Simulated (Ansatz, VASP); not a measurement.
# Two plane-wave programs on Re

```
CELL_PARAMETERS angstrom
0.00000 2.86316 2.86316
2.86316 0.00000 2.86316
2.86316 2.86316 0.00000
ATOMIC_POSITIONS crystal
Re 0.12500 0.12500 0.12500
Re 0.87500 0.87500 0.87500
```

Alike in both runs: task single point; functional PBE; k mesh 16 × 16 × 16; occupations fermi-dirac, width 0.1 eV; no spin polarisation.

|  | VASP | Ansatz |
| --- | --- | --- |
| version | VASP 6.6.1 | Ansatz 0.2.0 |
| potentials or method | VASP PAW PBE potentials, release 64 (Re_sv_GW), cutoff 560 eV | plane waves (420 eV) with PAW, scalar-relativistic |
| valence electrons in the cell | 30 | 30 |

```tsv
	VASP	Ansatz	Ansatz less VASP
pressure (GPa)	-7.3	-6.4	+0.93
```

Spin-orbit coupling is off throughout.
